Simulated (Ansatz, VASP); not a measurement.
**AlN: VASP beside Ansatz**

INCAR

```
PREC     = Accurate       # precision mode
ENCUT    = 520            # plane-wave cutoff, eV
EDIFF    = 1E-6           # SCF threshold, eV
ISMEAR   = 0              # smearing method
SIGMA    = 0.05           # smearing width, eV
LREAL    = False          # projectors in reciprocal space
LASPH    = True           # aspherical terms in the spheres
NELM     = 80             # most SCF steps
ALGO     = Normal         # electronic algorithm
ISIF     = 2              # what is computed and relaxed
LWAVE    = False          # write WAVECAR
LCHARG   = False          # write CHGCAR
GGA      = PE             # functional
NBANDS   = 16             # bands
```

File KPOINTS:

```
regular mesh
0
Gamma
  12 12 6
```

The input POSCAR:

```
AlN
1.0
    3.2043322161      0.0000000000      0.0000000000
   -1.6021661081      2.7750331013      0.0000000000
    0.0000000000      0.0000000000      5.1273400000
Al N
2 2
Direct
    0.3333333333      0.6666666667      0.0000000000
    0.6666666667      0.3333333333      0.5000000000
    0.3333333333      0.6666666667      0.3850000000
    0.6666666667      0.3333333333      0.8850000000
```

Input for Ansatz:

```yaml
crystal:
  lattice:
    - [3.2043322161, 0.0, 0.0]
    - [-1.6021661081, 2.7750331013, 0.0]
    - [0.0, 0.0, 5.12734]
  atoms:
    - { symbol: Al, position: [0.3333333333, 0.6666666667, 0.0] }
    - { symbol: Al, position: [0.6666666667, 0.3333333333, 0.5] }
    - { symbol: "N", position: [0.3333333333, 0.6666666667, 0.385] }
    - { symbol: "N", position: [0.6666666667, 0.3333333333, 0.885] }
basis:
  ecutwfc: 420
kpoints:
  mp_grid: { grid: [12, 12, 6] }
hamiltonian:
  xc: pbe
scf:
  occupations: { method: gaussian, width: 0.05 }
output:
  forces: true
  stress: true
  eigenvalues: true
```

Change from the starting cell: strain +0.030 along x and y, +0.030 along z, atoms carried along.

Alike in both runs: task single point; functional PBE; k mesh 12 × 12 × 6; occupations gaussian, width 0.05 eV; no spin polarisation.

|  | VASP | Ansatz |
| --- | --- | --- |
| version | VASP 6.6.1 | Ansatz 0.2.0 |
| potentials or method | VASP PAW PBE potentials, release 64 (Al, N), cutoff 520 eV | scalar-relativistic, plane waves, PAW |
| valence electrons in the cell | 16 | 16 |

```csv
,VASP,Ansatz,Ansatz less VASP
gap on the k mesh at the Fermi level (eV),3.40,3.40,-0.006
least direct gap on the mesh (eV),3.40,3.40,-0.006
pressure (GPa),-11.8,-11.6,+0.25
"traceless stress, the component that is largest in VASP (GPa)",0.09,0.06,-0.033
rms of the force components (eV/Å),0.101,0.101,-0.0003
```

Atom by atom the forces differ by 0.000 eV/Å (rms over components).
